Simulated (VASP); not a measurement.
Set up this calculation in VASP 6.6.1, as the native input.

```
Task                   : single point
Functional             : PBE
Potentials or basis    : VASP PAW PBE potentials, release 64 (Li_sv, Cl)
Cutoff                 : 520 eV
k mesh                 : 8 × 8 × 8
Occupations            : fermi-dirac, width 0.02 eV
Spin                   : no spin polarisation
Dipole correction      : no
Further INCAR settings : ALGO = Normal; EDIFF = 1e-06; NBANDS = 12
```

The structure of LiCl lies in POSCAR:

```
LiCl
1.0
    3.4062209270      0.0000000000      0.0000000000
    0.0000000000      3.2711235254      0.0000000000
    0.0000000000      0.0000000000      3.2711235254
Li Cl
1 1
Direct
    0.0000000000      0.0000000000      0.0000000000
    0.5000000000      0.5000000000      0.5000000000
```

This cell differs from its parent crystal: uniaxial x strain +4.1%.

The input as run:

INCAR

```
SYSTEM = LiCl
PREC     = Accurate       ! precision mode
ENCUT    = 520            ! plane-wave cutoff, eV
EDIFF    = 1E-6           ! SCF threshold, eV
ISMEAR   = -1             ! smearing method
SIGMA    = 0.02           ! smearing width, eV
LREAL    = .FALSE.        ! projectors in reciprocal space
LASPH    = .TRUE.         ! aspherical terms in the spheres
NELM     = 80             ! most SCF steps
ALGO     = Normal         ! electronic algorithm
ISIF     = 2              ! what is computed and relaxed
LWAVE    = .FALSE.        ! write WAVECAR
LCHARG   = .TRUE.         ! write CHGCAR
GGA      = PE             ! functional
LELF     = .TRUE.         ! ELF
LVHAR    = .TRUE.       
NBANDS   = 12             ! bands
```

KPOINTS

```
regular mesh
0
G
  8 8 8
  0 0 0
```

Potentials or basis: VASP PAW PBE potentials, release 64 (Li_sv, Cl).

Run with:

```bash
$ cat potpaw_PBE.64/Li_sv/POTCAR potpaw_PBE.64/Cl/POTCAR > POTCAR
$ mpirun -np 1 vasp_std > vasp.out
```

Results of the run:

```yaml
Band_gap_on_the_k_mesh: 4.15 eV (least direct gap 4.86 eV)
```

Caveat: the cell differs from its parent crystal (uniaxial x strain +4.1%).

It took 31 s on 1 thread of Intel Xeon 8259CL (shared host), peak memory 0.15 GiB.
